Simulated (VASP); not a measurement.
Sc: single point with LDA

The system is Sc.

```xyz
1
Lattice="-1.9172 1.9172 1.7176 1.9172 -1.9172 1.7176 1.9172 1.9172 -1.7176" Properties=species:S:1:pos:R:3 pbc="T T T"
Sc    0.0000    0.0000    0.0000
```

```json
{
  "Program": "VASP 6.6.1",
  "Task": "single point",
  "Functional": "LDA",
  "Potentials or basis": "VASP PAW LDA potentials, release 64 (Sc_sv)",
  "Cutoff": "500 eV",
  "k mesh": "10 × 10 × 10",
  "Occupations": "methfessel-paxton, width 0.05 eV",
  "Spin": "no spin polarisation",
  "Dipole correction": "no",
  "Further INCAR settings": "ALGO = Normal; EDIFF = 1e-06; NBANDS = 12"
}
```

```
Pressure               : -5.5 GPa
Band gap on the k mesh : zero (an odd number of electrons rules out a gap without spin polarisation)
```

Stress tensor (GPa, compression positive):
```
-5.64  0.00  0.00
 0.00 -5.64  0.00
 0.00  0.00 -5.36
```

Levels at points of the mesh, in eV from the Fermi level:
```
           k point  band 3  band 4  band 5  band 6  band 7  band 8
(0.00, 0.00, 0.00)  -27.78  -27.75   -5.14    0.95    1.64    1.64
(0.50, 0.00, 0.00)  -27.90  -27.79   -1.70    0.00    0.72    2.70
(0.50, 0.50, 0.00)  -27.85  -27.76   -1.84    0.15    0.80    2.20
(0.50, 0.50, 0.50)  -28.06  -27.96   -1.27   -1.06    3.69    3.69
```

Wall time 33 s on 1 thread of AMD EPYC 7R43 64-Core Processor (Zen 3) (shared host), peak memory 0.11 GiB.

Caveat: the cell stands under tension.
